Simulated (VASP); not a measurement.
GaAs, 2 atoms in the cell. It takes space group F-43m (No. 216, cubic). Conventional cell: a = 5.782 Å, b = 5.782 Å, c = 5.782 Å, α = 90.00°, β = 90.00°, γ = 90.00°. Within 3.3 Å of Ga (site symmetry -43m) lie 4 As at 2.50 Å. Within 3.3 Å of As (site symmetry -43m) lie 4 Ga at 2.50 Å. 

```yaml
Program: VASP 6.6.1
Task: relaxation of cell and atoms
Functional: PBE
Potentials_or_basis: VASP PAW PBE potentials, release 64 (Ga_d, As)
Cutoff: 600 eV
k_mesh: 10 × 10 × 10
Occupations: gaussian, width 0.01 eV
Spin: no spin polarisation
Target_pressure: -2 GPa
Dipole_correction: no
Further_INCAR_settings: ALGO = Normal; EDIFF = 1e-07; IBRION = 2; EDIFFG = -0.008; NSW = 70; ISIF = 3
```

Potentials or basis: VASP PAW PBE potentials, release 64 (Ga_d, As).

Run with:

```sh
$ cat potpaw_PBE.64/Ga_d/POTCAR potpaw_PBE.64/As/POTCAR > POTCAR
$ mpirun -np 1 vasp_std > vasp.out
```

Hardware: 1 thread of Intel Xeon 6975P-C, with other jobs on the host.

**Question.** How long does it take, and how much memory?

**Answer.** It took 85 s on 1 thread of Intel Xeon 6975P-C (shared host), peak memory 0.24 GiB. Counts: scf iterations 28, k points 47, ion steps 3.
